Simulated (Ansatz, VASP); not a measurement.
One calculation of As3P13, two programs

File INCAR:

```
SYSTEM = As3P13
PREC = Accurate
ENCUT = 520
EDIFF = 1E-6
ISMEAR = 0
SIGMA = 0.1
LREAL = Auto
LASPH = .TRUE.
NELM = 80
ALGO = Normal
ISIF = 2
LWAVE = .FALSE.
LCHARG = .TRUE.
GGA = PE
IVDW = 12
LELF = .TRUE.
LVHAR = .TRUE.
NBANDS = 54
```

The input KPOINTS:

```
regular mesh
0
G
  2 2 2
  0 0 0
```

POSCAR

```
As3P13
1.0
    1.6961994671      5.1580693046      4.2133558785
    1.6981002070      5.1816427652     -4.2422073668
   -5.0839774969      5.1670093327     -0.0129584644
As P
3 13
Direct
    0.1126635722      0.0545506337      0.0686593829
    0.8751120252      0.7958981090      0.5577311052
    0.4374653310      0.9938978594      0.7959897694
    0.6140464514      0.5374046536      0.0493360547
    0.3621542905      0.3056508326      0.5431961289
    0.5758920990      0.0085266629      0.1982079179
    0.0828585546      0.5103822457      0.1950134177
    0.3320883355      0.7556396969      0.6929365255
    0.8304408248      0.2583629191      0.6983735619
    0.1318685975      0.2114163378      0.4483479625
    0.6305201190      0.7073037324      0.4428046191
    0.8774656412      0.9597917899      0.9509338137
    0.3819460177      0.4577446187      0.9431438794
    0.6555503254      0.2444759332      0.2998598574
    0.1844471668      0.7235232200      0.3019689894
    0.9154806482      0.4754307550      0.8134970146
```

Input for Ansatz:

```yaml
crystal:
  lattice:
    - [1.6961994671, 5.1580693046, 4.2133558785]
    - [1.698100207, 5.1816427652, -4.2422073668]
    - [-5.0839774969, 5.1670093327, -0.0129584644]
  atoms:
    - { symbol: As, position: [0.1126635722, 0.0545506337, 0.0686593829] }
    - { symbol: P, position: [0.6140464514, 0.5374046536, 0.0493360547] }
    - { symbol: As, position: [0.8751120252, 0.795898109, 0.5577311052] }
    - { symbol: P, position: [0.3621542905, 0.3056508326, 0.5431961289] }
    - { symbol: P, position: [0.575892099, 0.0085266629, 0.1982079179] }
    - { symbol: P, position: [0.0828585546, 0.5103822457, 0.1950134177] }
    - { symbol: P, position: [0.3320883355, 0.7556396969, 0.6929365255] }
    - { symbol: P, position: [0.8304408248, 0.2583629191, 0.6983735619] }
    - { symbol: P, position: [0.1318685975, 0.2114163378, 0.4483479625] }
    - { symbol: P, position: [0.630520119, 0.7073037324, 0.4428046191] }
    - { symbol: P, position: [0.8774656412, 0.9597917899, 0.9509338137] }
    - { symbol: P, position: [0.3819460177, 0.4577446187, 0.9431438794] }
    - { symbol: P, position: [0.6555503254, 0.2444759332, 0.2998598574] }
    - { symbol: P, position: [0.1844471668, 0.72352322, 0.3019689894] }
    - { symbol: As, position: [0.437465331, 0.9938978594, 0.7959897694] }
    - { symbol: P, position: [0.9154806482, 0.475430755, 0.8134970146] }
basis:
  ecutwfc: 420
kpoints:
  mp_grid: { grid: [2, 2, 2] }
  band_path:
    path:
      - [0.0, 0.0, 0.0]
      - [0.33333333, 0.33333333, -0.5]
      - [0.16666667, 0.16666667, -0.16666667]
    npoints: 1
hamiltonian:
  xc: pbe
  dispersion: d3bj
scf:
  occupations: { method: gaussian, width: 0.1 }
  n_extra_bands: 11
output:
  forces: true
  stress: true
  eigenvalues: true
```

Alike in both runs: task single point; functional PBE; dispersion D3(BJ); k mesh 2 × 2 × 2; occupations gaussian, width 0.1 eV; no spin polarisation.

|  | VASP | Ansatz |
| --- | --- | --- |
| version | VASP 6.6.1 | Ansatz 0.2.0 |
| potentials or method | VASP PAW PBE potentials, release 64 (As, P), cutoff 520 eV | scalar-relativistic, plane waves, PAW |
| valence electrons in the cell | 80 | 110 |

|  | VASP | Ansatz | Ansatz less VASP |
| --- | --- | --- | --- |
| gap on the k mesh at the Fermi level (eV) | 0.67 | 0.68 | +0.011 |
| least direct gap on the mesh (eV) | 0.67 | 0.68 | +0.011 |
| pressure (GPa) | -0.4 | -0.2 | +0.16 |
| rms of the force components (eV/Å) | 0.038 | 0.033 | -0.0046 |

VASP's potentials hold 80 valence electrons a cell and Ansatz's 110, so a difference there can come from the potentials and not from the codes.

The k mesh is coarse, so the values compare programs but aren't converged.
